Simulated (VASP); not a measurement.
**Ge: single point with PBE**

Ge:

```
CELL_PARAMETERS angstrom
2.87877 0.00000 0.00000
-1.43938 2.49308 0.00000
0.00000 0.00000 2.69333
ATOMIC_POSITIONS crystal
Ge 0.00000 0.00000 0.50000
```

```
Program             : VASP 6.6.1
Task                : single point
Functional          : PBE
Potentials or basis : VASP PAW PBE potentials, release 64 (Ge_d)
Cutoff              : 520 eV
k mesh              : 24 × 24 × 20
Occupations         : gaussian, width 0.1 eV
Spin                : no spin polarisation
```

| Item | Value |
| --- | --- |
| Pressure | -0.2 GPa |
| Band gap on the k mesh | zero (band 7 reaches 13.12 eV, above the bottom of band 8 at 3.02 eV) |

Levels at points of the mesh, in eV from the Fermi level:
| k point | band 3 | band 4 | band 5 | band 6 | band 7 | band 8 | band 9 | band 10 | band 11 | band 12 |
| --- | --- | --- | --- | --- | --- | --- | --- | --- | --- | --- |
| (0.00, 0.00, 0.00) | -24.67 | -24.53 | -24.53 | -12.98 | 6.63 | 8.12 | 8.12 | 10.17 | 14.04 | 14.04 |
| (0.50, 0.00, 0.00) | -24.58 | -24.55 | -24.54 | -8.11 | -5.45 | 4.07 | 8.06 | 10.36 | 16.35 | 16.35 |
| (0.00, 0.00, 0.50) | -24.60 | -24.60 | -24.56 | -9.19 | -5.77 | 10.97 | 10.97 | 16.52 | 17.40 | 17.40 |
| (0.50, 0.00, 0.50) | -24.62 | -24.55 | -24.46 | -3.96 | -2.37 | -1.84 | 3.48 | 6.95 | 12.28 | 13.83 |

It took 57 s on 1 thread of AMD EPYC 9R45 96-Core Processor (Zen 5), on a shared host, peak memory 0.23 GiB.
